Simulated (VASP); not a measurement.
## C: single point with PBE

Crystal: C.

```xyz
2
Lattice="0.0000 1.7834 1.7834 1.7834 0.0000 1.7834 1.7834 1.7834 0.0000" Properties=species:S:1:pos:R:3 pbc="T T T"
C     1.7834    1.7834    1.7834
C     2.6751    2.6751    2.6751
```

* Program: VASP 6.6.1
* Task: single point
* Functional: PBE
* Potentials or basis: VASP PAW PBE potentials, release 64 (C)
* Cutoff: 600 eV
* k mesh: 6 × 6 × 6
* Occupations: gaussian, width 0.01 eV
* Spin: no spin polarisation

```
Pressure               : 1.9 GPa
Band gap on the k mesh : 4.15 eV (least direct gap 5.59 eV)
```

Levels at points of the mesh, in eV from the valence-band top:
| k point | band 1 | band 2 | band 3 | band 4 | band 5 | band 6 | band 7 | band 8 |
| --- | --- | --- | --- | --- | --- | --- | --- | --- |
| (0.00, 0.00, 0.00) | -21.48 | 0.00 | 0.00 | 0.00 | 5.59 | 5.59 | 5.59 | 13.33 |
| (0.50, 0.00, 0.00) | -15.70 | -13.37 | -2.80 | -2.80 | 8.46 | 8.46 | 8.85 | 15.70 |
| (0.50, 0.50, 0.00) | -12.77 | -12.77 | -6.30 | -6.30 | 4.76 | 4.76 | 16.80 | 16.80 |

Wall time 2.6 s on 1 thread of Intel(R) Xeon(R) Platinum 8488C (Sapphire Rapids), with other jobs on the host, peak memory 0.11 GiB.

Caveat: the k points lie up to 0.51 Å⁻¹ apart. A k mesh can miss the band edges.
